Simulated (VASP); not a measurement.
Crystal: HfO2.

```
Hf O
1.0
     5.11800    0.00000    0.00000
     0.00000    5.18570    0.00000
    -0.85866    0.00000    5.21387
Hf O
4 8
Direct
  0.27550 0.46030 0.70800
  0.72450 0.96030 0.79200
  0.72450 0.53970 0.29200
  0.27550 0.03970 0.20800
  0.07420 0.16840 0.84670
  0.92580 0.66840 0.65330
  0.92580 0.83160 0.15330
  0.07420 0.33160 0.34670
  0.44870 0.74190 0.98010
  0.55130 0.24190 0.51990
  0.55130 0.25810 0.01990
  0.44870 0.75810 0.48010
```

Base run:

- Program: VASP 6.6.1
- Functional: revPBE
- Potentials or basis: VASP PAW PBE potentials, release 64 (Hf_pv, O)
- Cutoff: 520 eV
- k mesh: 4 × 4 × 4
- Occupations: fermi-dirac, width 0.05 eV
- Spin: no spin polarisation

Its results: band gap on the k mesh 4.17 eV, indirect (least direct gap 4.26 eV); pressure 6.1 GPa; largest force 0.471 eV/Å.

Question: After a change of settings the same cell gave: band gap on the k mesh 4.11 eV, indirect (least direct gap 4.20 eV); pressure 2.7 GPa; largest force 0.458 eV/Å. Which change was it?
A. functional from revPBE to RPBE
B. functional from revPBE to PBEsol; k mesh from 4 × 4 × 4 to 5 × 5 × 5
C. functional from revPBE to PBEsol
D. functional from revPBE to PBE

Answer: D.

PBE binds more tightly than revPBE, so the same cell stands under less pressure.

Caveats: spin-orbit coupling is left out, which moves the levels of the heavy elements; the PAW data sets were made with another functional, which shifts forces and pressure a little (some runs).
